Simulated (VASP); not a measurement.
Write the native input for VASP 6.6.1 that does the following.

```
Task                   : single point
Functional             : r2SCAN
Potentials or basis    : VASP PAW PBE potentials, release 64 (Se, Zn)
Cutoff                 : 520 eV
k mesh                 : 12 × 12 × 12
Occupations            : gaussian, width 0.05 eV
Spin                   : no spin polarisation
Dipole correction      : no
Further INCAR settings : ALGO = Normal; EDIFF = 1e-06; NBANDS = 16
```

The system is ZnSe.

```
Se Zn
1.0
     0.00000    2.68544    2.68544
     2.68544    0.00000    2.68544
     2.68544    2.68544    0.00000
Se Zn
1 1
Direct
  0.00000 0.00000 0.00000
  0.50000 0.50000 0.50000
```

These files were run (other wordings do the same):

POSCAR

```
ZnSe
1.0
    0.0000000000      2.6854375469      2.6854375469
    2.6854375469      0.0000000000      2.6854375469
    2.6854375469      2.6854375469      0.0000000000
Se Zn
1 1
Direct
    0.0000000000      0.0000000000      0.0000000000
    0.5000000000      0.5000000000      0.5000000000
```

INCAR.step1

```
SYSTEM = ZnSe
PREC     = Accurate       ! precision mode
ENCUT    = 520            ! plane-wave cutoff, eV
ISMEAR   = 0              ! smearing method
SIGMA    = 0.05           ! smearing width, eV
LREAL    = .FALSE.        ! projectors in reciprocal space
LASPH    = .TRUE.         ! aspherical terms in the spheres
NELM     = 80             ! most SCF steps
NBANDS   = 16             ! bands
GGA      = PE             ! functional
ALGO     = Normal         ! electronic algorithm
EDIFF    = 1E-4           ! SCF threshold, eV
LWAVE    = .TRUE.         ! write WAVECAR
LCHARG   = .FALSE.        ! write CHGCAR
```

INCAR.step2

```
SYSTEM = ZnSe
PREC     = Accurate       ! precision mode
ENCUT    = 520            ! plane-wave cutoff, eV
EDIFF    = 1E-6           ! SCF threshold, eV
ISMEAR   = 0              ! smearing method
SIGMA    = 0.05           ! smearing width, eV
LREAL    = .FALSE.        ! projectors in reciprocal space
LASPH    = .TRUE.         ! aspherical terms in the spheres
NELM     = 80             ! most SCF steps
ALGO     = Normal         ! electronic algorithm
ISIF     = 2              ! what is computed and relaxed
LWAVE    = .FALSE.        ! write WAVECAR
LCHARG   = .FALSE.        ! write CHGCAR
METAGGA  = R2SCAN         ! meta-GGA
LMIXTAU  = .TRUE.       
NBANDS   = 16             ! bands
ISTART   = 1
```

KPOINTS

```
regular mesh
0
G
  12 12 12
  0 0 0
```

Potentials or basis: VASP PAW PBE potentials, release 64 (Se, Zn).

Run with:

```sh
$ cat potpaw_PBE.64/Se/POTCAR potpaw_PBE.64/Zn/POTCAR > POTCAR
$ cp INCAR.step1 INCAR
$ mpirun -np 1 vasp_std > vasp.out
$ cp INCAR.step2 INCAR
$ mpirun -np 1 vasp_std > vasp.out
```

Results of the run:

| Item | Value |
| --- | --- |
| Pressure | -2.1 GPa |
| Band gap on the k mesh | zero (bands 9 and 10 overlap by 0.64 eV) |

Caveat: semilocal functionals underestimate gaps, so a narrow gap can read as zero; the PAW data sets were made with another functional, which shifts forces and pressure a little.

Wall time 98 s on 1 thread of Intel(R) Xeon(R) 6975P-C (Granite Rapids), with other jobs on the host, peak memory 0.19 GiB.
